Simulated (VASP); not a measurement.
Input of a VASP 6.6.1 run:

File INCAR:

```
PREC = Accurate
ENCUT = 500
EDIFF = 1E-6
ISMEAR = 0
SIGMA = 0.15
LREAL = F
LASPH = T
NELM = 120
ALGO = Normal
ISIF = 2
LWAVE = F
LCHARG = F
GGA = PE
NBANDS = 17
GGA_COMPAT = F
```

File KPOINTS:

```
Automatic mesh
0
Gamma
  18 18 10
```

File POSCAR:

```
Hf
1.0
    3.3170000000      0.0000000000      0.0000000000
   -1.6585000000      2.8726062644      0.0000000000
    0.0000000000      0.0000000000      5.4731000000
Hf
2
Direct
    0.3333333333      0.6666666667      0.2500000000
    0.6666666667      0.3333333333      0.7500000000
```

Potentials or basis: VASP PAW PBE potentials, release 64 (Hf_pv).

Command:

```bash
$ cat potpaw_PBE.64/Hf_pv/POTCAR > POTCAR
$ mpirun -np 1 vasp_std > vasp.out
```

Question: What does it give for the pressure?

Answer: -12.5 GPa.

Question: Predict the band gap on the k mesh.

Answer: Zero (band 10 reaches 4.90 eV, above the bottom of band 11 at 3.45 eV).

Stress tensor (GPa, compression positive):
```
-11.09   0.00   0.00
  0.00 -11.09   0.00
  0.00   0.00 -15.34
```

Caveat: spin-orbit coupling is left out, which moves the levels of the heavy elements.
